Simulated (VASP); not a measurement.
Input of a VASP 6.6.1 run:

The input INCAR:

```
SYSTEM = BN
PREC = Accurate
ENCUT = 520
EDIFF = 1E-6
ISMEAR = 0
SIGMA = 0.05
LREAL = .False.
LASPH = .True.
NELM = 100
ALGO = Normal
ISIF = 2
LWAVE = .False.
LCHARG = .True.
LELF = .True.
LVHAR = .True.
NBANDS = 16
```

The input KPOINTS:

```
regular mesh
0
Gamma
  12 12 4
  0 0 0
```

POSCAR

```
BN
1.0
    2.3059555345      0.0000000000      0.0000000000
   -1.1529777672      2.1549757989      0.0000000000
    0.0000000000      0.0000000000      7.2097513575
B N
2 2
Direct
    0.3245361933      0.6490723867      0.2500000000
    0.6754638067      0.3509276133      0.7500000000
    0.3489603252      0.6979206504      0.7500000000
    0.6510396748      0.3020793496      0.2500000000
```

Potentials or basis: VASP PAW LDA potentials, release 64 (B, N).

Command:

```sh
$ cat potpaw_LDA.64/B/POTCAR potpaw_LDA.64/N/POTCAR > POTCAR
$ mpirun -np 1 vasp_std > vasp.out
```

(1) What does it give for the largest force?

(2) Predict the band gap on the k mesh.

Results:

(1) 0.010 eV/Å.

(2) 3.99 eV, indirect (least direct gap 4.75 eV).

Caveat: the cell differs from its parent crystal (normal strain along x -0.0733, normal strain along z +0.1100).
